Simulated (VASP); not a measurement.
# Ga2O3 (R-3c) in VASP: relaxation of cell and atoms with LDA

Aim: the relaxation of cell and atoms of Ga2O3 with LDA.

Program: VASP 6.6.1. These are calculated values, not measurements. Logs are shortened: lines on timing, memory, paths and dates and some standing lists are left out, and cuts for length are marked.

### 1 The cell of the first run

The structure is trigonal, space group R-3c (No. 167). Conventional cell: a = 5.058 Å, b = 5.058 Å, c = 13.623 Å, α = 90.00°, β = 90.00°, γ = 120.00°. Within 2.6 Å of Ga (site symmetry 3) lie 6 O at 1.95 to 2.10 Å. O (site symmetry 2) has 4 Ga at 1.95 to 2.10 Å and 8 O at 2.66 to 2.88 Å within 2.9 Å.

### 2 Relaxation of cell and atoms, LDA

The input, INCAR:

```
PREC     = Accurate       # precision mode
ENCUT    = 600            # plane-wave cutoff, eV
EDIFF    = 1E-7           # SCF threshold, eV
ISMEAR   = -1             # smearing method
SIGMA    = 0.02           # smearing width, eV
LREAL    = False          # projectors in reciprocal space
LASPH    = True           # aspherical terms in the spheres
NELM     = 120            # most SCF steps
ALGO     = Normal         # electronic algorithm
ISIF     = 3              # what is computed and relaxed
LWAVE    = False          # write WAVECAR
LCHARG   = False          # write CHGCAR
GGA      = CA             # functional
IBRION   = 2              # ionic algorithm
NSW      = 80             # ionic steps
EDIFFG   = -0.005         # ionic threshold
GGA_COMPAT= False        
NELMIN   = 4
```

The input, KPOINTS:

```
regular mesh
0
Gamma
  6 6 6
```

The input, POSCAR:

```
Ga2O3
1.0
    2.5287808758      1.4599923194      4.5409449893
   -2.5287808758      1.4599923194      4.5409449893
    0.0000000000     -2.9199846388      4.5409449893
Ga O
4 6
Direct
    0.3558404619      0.3558404619      0.3558404619
    0.1441595381      0.1441595381      0.1441595381
    0.6441595381      0.6441595381      0.6441595381
    0.8558404619      0.8558404619      0.8558404619
    0.5531316629      0.9468683371      0.2500000000
    0.2500000000      0.5531316629      0.9468683371
    0.9468683371      0.2500000000      0.5531316629
    0.4468683371      0.0531316629      0.7500000000
    0.7500000000      0.4468683371      0.0531316629
    0.0531316629      0.7500000000      0.4468683371
```

Potentials or basis: VASP PAW LDA potentials, release 64 (Ga_d, O).

The run is started by

```sh
cat potpaw_LDA.64/Ga_d/POTCAR potpaw_LDA.64/O/POTCAR > POTCAR
mpirun -np 1 vasp_std > vasp.out
```

OUTCAR:

```text
PREC = Accurate
   ENCUT = 600
   EDIFF = 1E-7
   ISMEAR = -1
   LREAL = False
   LASPH = True
   NELM = 120
   ISIF = 3
   GGA = CA
   IBRION = 2
   NSW = 80
   EDIFFG = -0.005
   NELMIN = 4

 ion  position               nearest neighbor table
   1  0.356  0.356  0.356-  10 1.95   8 1.95   9 1.95   5 2.10   7 2.10   6 2.10   2 2.88
   2  0.144  0.144  0.144-   9 1.95   8 1.95  10 1.95   5 2.10   7 2.10   6 2.10   1 2.88
   3  0.644  0.644  0.644-   7 1.95   5 1.95   6 1.95   8 2.10   9 2.10  10 2.10   4 2.88
   4  0.856  0.856  0.856-   6 1.95   5 1.95   7 1.95   8 2.10   9 2.10  10 2.10   3 2.88
   5  0.553  0.947  0.250-   3 1.95   4 1.95   1 2.10   2 2.10
   6  0.250  0.553  0.947-   4 1.95   3 1.95   1 2.10   2 2.10
   7  0.947  0.250  0.553-   3 1.95   4 1.95   1 2.10   2 2.10
   8  0.447  0.053  0.750-   1 1.95   2 1.95   3 2.10   4 2.10
   9  0.750  0.447  0.053-   2 1.95   1 1.95   3 2.10   4 2.10
  10  0.053  0.750  0.447-   1 1.95   2 1.95   3 2.10   4 2.10

  LATTYP: Found a trigonal (rhomboedric) cell.
 ALAT       =     5.3987490853
 COS(alpha) =     0.5612005186

  Lattice vectors:

 A1 = (   2.5287808758,   1.4599923194,   4.5409449893)
 A2 = (  -2.5287808758,   1.4599923194,   4.5409449893)
 A3 = (   0.0000000000,  -2.9199846388,   4.5409449893)

Analysis of symmetry for initial positions (statically):
=====================================================================
 Subroutine PRICEL returns:
 Original cell was already a primitive cell.

 Routine SETGRP: Setting up the symmetry group for a
 trigonal (rhombohedral) supercell.

 Subroutine GETGRP returns: Found 12 space group operations
 (whereof  6 operations were pure point group operations)
 out of a pool of 12 trial point group operations.

The static configuration has the point symmetry S_6 .
 The point group associated with its full space group is D_3d.

Analysis of symmetry for dynamics (positions and initial velocities):
=====================================================================
 Subroutine PRICEL returns:
 Original cell was already a primitive cell.

 Routine SETGRP: Setting up the symmetry group for a
 trigonal (rhombohedral) supercell.

 Subroutine GETGRP returns: Found 12 space group operations
 (whereof  6 operations were pure point group operations)
 out of a pool of 12 trial point group operations.

The dynamic configuration has the point symmetry S_6 .
 The point group associated with its full space group is D_3d.

 Subroutine INISYM returns: Found 12 space group operations
 (whereof  6 operations are pure point group operations),
 and found     1 'primitive' translations

----------------------------------------------------------------------------------------

                                     Primitive cell

  volume of cell :     100.5910

  direct lattice vectors                    reciprocal lattice vectors
     2.528780876  1.459992319  4.540944989     0.197723735  0.114155852  0.073406160
    -2.528780876  1.459992319  4.540944989    -0.197723735  0.114155852  0.073406160
     0.000000000 -2.919984639  4.540944989     0.000000000 -0.228311703  0.073406160

  length of vectors
     5.398749085  5.398749085  5.398749085     0.239822222  0.239822222  0.239822222

  position of ions in fractional coordinates (direct lattice)
     0.355840462  0.355840462  0.355840462
     0.144159538  0.144159538  0.144159538
     0.644159538  0.644159538  0.644159538
     0.855840462  0.855840462  0.855840462
     0.553131663  0.946868337  0.250000000
     0.250000000  0.553131663  0.946868337
     0.946868337  0.250000000  0.553131663
     0.446868337  0.053131663  0.750000000
     0.750000000  0.446868337  0.053131663
     0.053131663  0.750000000  0.446868337

  ion indices of the primitive-cell ions
   primitive index   ion index
                 1           1
                 2           2
                 3           3
                 4           4
                 5           5
                 6           6
                 7           7
                 8           8
                 9           9
                10          10

----------------------------------------------------------------------------------------

 KPOINTS: regular mesh

Automatic generation of k-mesh.
 Grid dimensions read from file:
 generate k-points for:    6    6    6

 Generating k-lattice:

  Cartesian coordinates                     Fractional coordinates (reciprocal lattice)
     0.032953956  0.019025975  0.012234360     0.166666667  0.000000000 -0.000000000
    -0.032953956  0.019025975  0.012234360     0.000000000  0.166666667 -0.000000000
     0.000000000 -0.038051951  0.012234360    -0.000000000 -0.000000000  0.166666667

  Length of vectors
     0.039970370  0.039970370  0.039970370

  Shift w.r.t. Gamma in fractional coordinates (k-lattice)
     0.000000000  0.000000000  0.000000000

 Subroutine IBZKPT returns following result:
 ===========================================

 Found     32 irreducible k-points:

 Following reciprocal coordinates:
            Coordinates               Weight
  0.000000  0.000000  0.000000      1.000000
  0.166667 -0.000000  0.000000      6.000000
  0.333333 -0.000000  0.000000      6.000000
  0.500000 -0.000000  0.000000      3.000000
  0.166667  0.166667  0.000000      6.000000
  0.333333  0.166667  0.000000     12.000000
[... 16 lines left out ...]
  0.500000  0.500000  0.166667      6.000000
 -0.333333  0.500000  0.166667     12.000000
 [... further k-points ...]
   k-points           NKPTS =     32   k-points in BZ     NKDIM =     32   number of bands    NBANDS=     52
   number of dos      NEDOS =    301   number of ions     NIONS =     10
   total plane-waves  NPLWV = 110592
   dimension x,y,z NGX =    48 NGY =   48 NGZ =   48
   dimension x,y,z NGXF=    96 NGYF=   96 NGZF=   96
   ions per type =               4   6
   NGX,Y,Z   is equivalent  to a cutoff of  14.78, 14.78, 14.78 a.u.
   NGXF,Y,Z  is equivalent  to a cutoff of  29.56, 29.56, 29.56 a.u.
 SYSTEM =  unknown system
   PREC   = accura    normal or accurate (medium, high low for compatibility)
   ISTART =      0    job   : 0-new  1-cont  2-samecut
   ICHARG =      2    charge: 1-file 2-atom 10-const
   ISPIN  =      1    spin polarized calculation?
   LNONCOLLINEAR =      F non collinear calculations
   LSORBIT =      F    spin-orbit coupling
   LASPH  =      T    aspherical Exc in radial PAW
   ENCUT  =  600.0 eV  44.10 Ry    6.64 a.u.  10.78 10.78 10.78*2*pi/ulx,y,z
   NELM   =    120;   NELMIN=  4; NELMDL= -5     # of ELM steps
   EDIFF  = 0.1E-06   stopping-criterion for ELM
   LREAL  =      F    real-space projection
   EDIFFG = -.5E-02   stopping-criterion for IOM
   NSW    =     80    number of steps for IOM
   IBRION =      2    ionic relax: 0-MD 1-quasi-New 2-CG
   NFREE  =      1    steps in history (QN), initial steepest desc. (CG)
   ISIF   =      3    stress and relaxation
   ISYM   =      2    0-nonsym 1-usesym 2-fastsym
   POTIM  = 0.5000    time-step for ionic-motion
   TEBEG  =    0.0;   TEEND  =   0.0 temperature during run
   PSTRESS=    0.0 pullay stress
   NELECT =      88.0000    total number of electrons
   NUPDOWN=      -1.0000    fix difference up-down
   EMIN   =  10.00;   EMAX   =-10.00  energy-range for DOS
   EFERMI =   0.00;   METHOD = LEGACY
   ISMEAR =    -1;   SIGMA  =   0.02  broadening in eV -4-tet -1-fermi 0-gaus
   EFERMI_NEDOS =   21; number of points for ismear=-14 and -15
   IALGO  =     38    algorithm
   IMIX   =      4    mixing-type and parameters
     AMIX     =   0.40;   BMIX     =  1.00
     AMIX_MAG =   1.60;   BMIX_MAG =  1.00
  volume/ion in A,a.u.               =      10.06        67.88
  Fermi-wavevector in a.u.,A,eV,Ry     =   1.565727  2.958795 33.354685  2.451500
  Thomas-Fermi vector in A             =   2.668160
   LORBIT       =      0    0 simple, 1 ext, 2 COOP (PROOUT), +10 PAW based schemes
   GGA     = CA    functional components
   LHFCALC =     F    Hartree Fock is set to
   AEXX    =    0.0000 exact exchange contribution
   IVDW    =     0    specifies the selected vdW correction
   LEPSILON=     F    determine dielectric tensor
   LRPA    =     F    only Hartree local field effects (RPA)
 conjugate gradient relaxation of ions
 non-spin polarized calculation
  energy-cutoff  :      600.00
  volume of cell :      100.59
 maximum number of plane-waves:      3378
 NGX is ok and might be reduce to    48
   NGX = 21   NGY = 21   NGZ = 21

--------------------------------------- Ionic step        1  -------------------------------------------

 number of electron      88.0000001 magnetization

 Free energy of the ion-electron system (eV)
  ---------------------------------------------------
  ext. energy  EPLUGINS =         0.00000000
  ---------------------------------------------------
  free energy    TOTEN  =       -68.06494149 eV

  energy without entropy =      -68.06494149  energy(sigma->0) =      -68.06494149

------------------------ aborting loop because EDIFF is reached ----------------------------------------

  FORCE on cell =-STRESS in cart. coord.  units (eV):
  Direction    XX          YY          ZZ          XY          YZ          ZX
  --------------------------------------------------------------------------------------
  -------------------------------------------------------------------------------------
  Total       -8.0223564     -8.0223564     -7.5514758      0.0000000      0.0000000      0.0000000
  in kB     -127.7771725   -127.7771725   -120.2771576      0.0000000      0.0000000      0.0000000
  external PRESSURE =    -125.2771675 kB  Pullay stress =       0.0000000 kB
[... 337 lines left out ...]
  energy  without entropy=      -68.3078855472  energy(sigma->0) =      -68.30788555

--------------------------------------- Ionic step        9  -------------------------------------------

 number of electron      88.0000002 magnetization

 Free energy of the ion-electron system (eV)
  ---------------------------------------------------
  ext. energy  EPLUGINS =         0.00000000
  ---------------------------------------------------
  free energy    TOTEN  =       -68.30790942 eV

  energy without entropy =      -68.30790942  energy(sigma->0) =      -68.30790942

 E-fermi :   4.9049     XC(G=0): -12.8593

 val. band max:        4.4726501367   @ k =  -0.1667   0.1667   0.0000
 cond. band min:       7.4588860253   @ k =   0.0000   0.0000   0.0000
 fundamental gap:      2.9862358886
 Fermi energy:         4.9049250622

 k-point     1 :       0.0000    0.0000    0.0000
  band No.  band energies     occupation
      1     -14.4920      2.00000
      2     -12.3386      2.00000
      3     -12.3386      2.00000
      4     -12.2830      2.00000
      5     -12.2661      2.00000
      6     -12.2661      2.00000
[... 1309 lines left out ...]
     51      14.3652      0.00000
     52      15.2303      0.00000

 [... further k-points ...]

------------------------ aborting loop because EDIFF is reached ----------------------------------------

  FORCE on cell =-STRESS in cart. coord.  units (eV):
  Direction    XX          YY          ZZ          XY          YZ          ZX
  --------------------------------------------------------------------------------------
  -------------------------------------------------------------------------------------
  Total       -0.0169812     -0.0169812     -0.0340334      0.0000000     -0.0000000      0.0000000
  in kB       -0.2872007     -0.2872007     -0.5756009      0.0000000     -0.0000000      0.0000000
  external PRESSURE =      -0.3833341 kB  Pullay stress =       0.0000000 kB
[... 25 lines left out ...]
  FREE ENERGIE OF THE ION-ELECTRON SYSTEM (eV)
  ---------------------------------------------------
  free  energy   TOTEN  =       -68.3079094229 eV

  energy  without entropy=      -68.3079094229  energy(sigma->0) =      -68.30790942

 reached required accuracy - stopping structural energy minimisation
```

Wall time 41 min (1 thread of Oxide Virtual Turin-like, shared host); peak memory 0.32 GiB.

What came out:

* Free energy: -68.3079 eV
* Relaxed volume: 9.47 Å³/atom
* Relaxed cell: a = 5.287 Å, b = 5.287 Å, c = 5.287 Å, α = 55.97°, β = 55.97°, γ = 55.97°
* Space group after relaxing (to 0.1 Å): R-3c (No. 167)
* Energy gained by relaxing: 24.3 meV/atom
* Ionic steps: 9
* Pressure after relaxing: 0.0 GPa
* Largest force after relaxing: 0.004 eV/Å
* Band gap on the k mesh: 2.99 eV (least direct gap 3.26 eV)

Forces in eV/Å, atoms in the order of the input:
```
Ga   0.000  0.000  0.004
Ga   0.000  0.000 -0.004
Ga   0.000  0.000 -0.004
Ga   0.000  0.000  0.004
O   -0.003  0.000  0.000
O    0.001 -0.002  0.000
O    0.001  0.002  0.000
O    0.003  0.000  0.000
O   -0.001  0.002  0.000
O   -0.001 -0.002  0.000
```

Step by step:
```csv
step,energy change (eV),largest force (eV/Å),pressure (GPa),volume (Å³)
1,0.0000,0.0636,-12.53,100.59
2,-0.0053,0.0161,15.34,89.57
3,-0.2419,0.0371,-0.10,94.81
4,-0.2419,0.0363,0.13,94.69
5,-0.2429,0.0128,0.15,94.67
6,-0.2429,0.0161,0.14,94.67
7,-0.2429,0.0085,-0.11,94.77
8,-0.2429,0.0100,-0.06,94.75
9,-0.2430,0.0037,-0.04,94.73
```

Final structure:
```xyz
10
Lattice="2.4808 1.4323 4.4434 -2.4808 1.4323 4.4434 0.0000 -2.8646 4.4434" Properties=species:S:1:pos:R:3 pbc="T T T"
Ga    0.0000    0.0000    4.7414
Ga    0.0000    0.0000    1.9236
Ga    0.0000    0.0000    8.5887
Ga    0.0000    0.0000   11.4065
O    -0.9796    1.4323    7.7759
O    -0.7506   -1.5645    7.7759
O     1.7302    0.1322    7.7759
O     0.9796   -1.4323    5.5542
O     0.7506    1.5645    5.5542
O    -1.7302   -0.1322    5.5542
```

A k mesh can miss the band edges. LDA usually gives volumes a few per cent too small.
